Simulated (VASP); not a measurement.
Crystal: AlN.

```
Al N
1.0
     3.07093    0.00000    0.00000
    -1.53546    2.65950    0.00000
     0.00000    0.00000    4.91368
Al N
2 2
Direct
  0.66667 0.33333 0.50000
  0.33333 0.66667 0.00000
  0.66667 0.33333 0.88000
  0.33333 0.66667 0.38000
```

Base run:

| Property | Result |
| --- | --- |
| Program | VASP 6.6.1 |
| Functional | SVWN5 |
| Potentials or basis | VASP PAW PBE potentials, release 64 (Al, N) |
| Cutoff | 520 eV |
| k mesh | 10 × 10 × 6 |
| Occupations | fermi-dirac, width 0.05 eV |
| Spin | no spin polarisation |

Its results: band gap on the k mesh 4.60 eV, direct; pressure 4.8 GPa; largest force 0.152 eV/Å.

Question: After a change of settings the same cell gave: band gap on the k mesh 4.59 eV, direct; pressure 7.6 GPa; largest force 0.161 eV/Å. Which change was it?
A. functional from SVWN5 to BLYP
B. functional from SVWN5 to PBEsol; further incar settings from ALGO = Normal; EDIFF = 1e-07; NBANDS = 16 to ALGO = Normal; EDIFF = 1e-06; NBANDS = 16
C. functional from SVWN5 to PBE; dispersion from none to D4
D. functional from SVWN5 to RPBE; dispersion from none to D3(BJ)

Answer: C.

Caveats: the PAW data sets were made with another functional, which shifts forces and pressure a little (some runs).
